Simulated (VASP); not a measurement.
Al2O3:

```
Al O
1.0
     2.40435    1.38815    4.37450
    -2.40435    1.38815    4.37450
     0.00000   -2.77631    4.37450
Al O
4 6
Direct
  0.35215 0.35215 0.35215
  0.14785 0.14785 0.14785
  0.64785 0.64785 0.64785
  0.85215 0.85215 0.85215
  0.55617 0.94383 0.25000
  0.25000 0.55617 0.94383
  0.94383 0.25000 0.55617
  0.44383 0.05617 0.75000
  0.75000 0.44383 0.05617
  0.05617 0.75000 0.44383
```

```yaml
Program: VASP 6.6.1
Task: relaxation of cell and atoms
Functional: PBE
Dispersion: D3(BJ)
Potentials_or_basis: VASP PAW PBE potentials, release 64 (Al, O)
Cutoff: 600 eV
k_mesh: 6 × 6 × 6
Occupations: gaussian, width 0.02 eV
Spin: no spin polarisation
```

At the start: pressure -4.8 GPa; volume 8.76 Å³/atom.

Q: How do energy, volume and symmetry change on relaxing?

A: Over 4 steps the energy falls by 2.7 meV/atom and the volume is 8.58 Å³/atom (-2.1 %); space group R-3c (No. 167, to 0.05 Å).

Step by step:
```
step  energy change (eV)  largest force (eV/Å)  pressure (GPa)  volume (Å³)
   1              0.0000                0.0041           -4.77        87.60
   2             -0.0080                0.0382            4.29        84.34
   3             -0.0273                0.0223            0.00        85.81
   4             -0.0274                0.0010            0.00        85.80
```

Final structure:
```
CELL_PARAMETERS angstrom
2.38842 1.37895 4.34179
-2.38842 1.37895 4.34179
0.00000 -2.75791 4.34179
ATOMIC_POSITIONS crystal
Al 0.35212 0.35212 0.35212
Al 0.14788 0.14788 0.14788
Al 0.64788 0.64788 0.64788
Al 0.85212 0.85212 0.85212
O 0.55640 0.94360 0.25000
O 0.25000 0.55640 0.94360
O 0.94360 0.25000 0.55640
O 0.44360 0.05640 0.75000
O 0.75000 0.44360 0.05640
O 0.05640 0.75000 0.44360
```
